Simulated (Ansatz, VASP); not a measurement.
**One calculation of ZnSe, two programs**

The input INCAR:

```
SYSTEM = ZnSe
PREC = Accurate ; ENCUT = 520
EDIFF = 1E-6 ; ISMEAR = 0
SIGMA = 0.05 ; LREAL = .FALSE.
LASPH = .TRUE. ; NELM = 60
ALGO = Normal ; ISIF = 2
LWAVE = .FALSE. ; LCHARG = .FALSE.
GGA = CA ; NBANDS = 16
```

The input KPOINTS:

```
regular mesh
0
G
  10 10 10
  0 0 0
```

Contents of POSCAR:

```
ZnSe
1.0
    0.0000000000      2.4968562551      2.8190767247
    2.8190767247      0.0000000000      2.8190767247
    2.8190767247      2.4968562551      0.0000000000
Zn Se
1 1
Direct
    0.0000000000      0.0000000000      0.0000000000
    0.7500000000      0.7500000000      0.7500000000
```

Input for Ansatz:

```yaml
crystal:
  lattice:
    - [0.0, 2.4968562551, 2.8190767247]
    - [2.8190767247, 0.0, 2.8190767247]
    - [2.8190767247, 2.4968562551, 0.0]
  atoms:
    - { symbol: Zn, position: [0.0, 0.0, 0.0] }
    - { symbol: Se, position: [0.75, 0.75, 0.75] }
basis:
  ecutwfc: 520.0
kpoints:
  mp_grid: { grid: [10, 10, 10] }
hamiltonian:
  xc: lda
  pseudopotentials: { kind: paw, azcp: { folder: soft_1 } }
scf:
  occupations: { method: gaussian, width: 0.05 }
output:
  forces: true
  stress: true
  eigenvalues: true
```

Alike in both runs: task single point; functional LDA; k mesh 10 × 10 × 10; occupations gaussian, width 0.05 eV; no spin polarisation.

```csv
,VASP,Ansatz
version,VASP 6.6.1,Ansatz 0.2.0
potentials or method,"VASP PAW LDA potentials, release 64 (Zn, Se), cutoff 520 eV","scalar-relativistic, plane waves, PAW"
valence electrons in the cell,18,28
```

|  | VASP | Ansatz | Ansatz less VASP |
| --- | --- | --- | --- |
| gap on the k mesh at the Fermi level (eV) | 1.37 | 1.32 | -0.051 |
| least direct gap on the mesh (eV) | 1.37 | 1.32 | -0.051 |
| pressure (GPa) | 7.2 | 6.7 | -0.51 |
| traceless stress, the component that is largest in VASP (GPa) | 1.99 | 2.04 | +0.044 |

Ansatz warns that its potentials were made for another functional, while VASP's fit it. LDA's correlation is that of Perdew and Zunger in VASP and of Perdew and Wang (1992) in Ansatz. VASP's potentials hold 18 valence electrons a cell and Ansatz's 28, so a difference there can come from the potentials and not from the codes.
